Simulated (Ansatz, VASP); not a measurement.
# Ir: VASP beside Ansatz

```
CELL_PARAMETERS angstrom
0.00000 1.91970 1.77572
1.91970 0.00000 1.77572
1.91970 1.91970 0.00000
ATOMIC_POSITIONS crystal
Ir 0.00000 0.00000 0.00000
```

Change from the starting cell: strain -0.0750 x Voigt [0, 0, 1, 0, 0, 0], atoms carried along.

Alike in both runs: task single point; functional PBE; k mesh 22 × 22 × 22; occupations gaussian, width 0.15 eV; no spin polarisation.

|  | VASP | Ansatz |
| --- | --- | --- |
| version | VASP 6.6.1 | Ansatz 0.2.0 |
| potentials or method | VASP PAW PBE potentials, release 64 (Ir), cutoff 520 eV | scalar-relativistic, plane waves, PAW |
| valence electrons in the cell | 9 | 17 |

Ansatz gave:

```
gap on the k mesh at the Fermi level (eV)                     : none
pressure (GPa)                                                : 47.7
traceless stress, the component that is largest in VASP (GPa) : 22.50
```

Q: What did VASP give for the same quantities?

A: gap on the k mesh at the Fermi level (eV): none; pressure (GPa): 48.9; traceless stress, the component that is largest in VASP (GPa): 22.43.

A gap of «none» marks a metal or a gap that the smearing closes. Both programs put the cell under a high pressure, so it lies far from rest at this level. VASP's potentials hold 9 valence electrons a cell and Ansatz's 17, so a difference there can come from the potentials and not from the codes.

Neither program's run includes spin-orbit coupling.
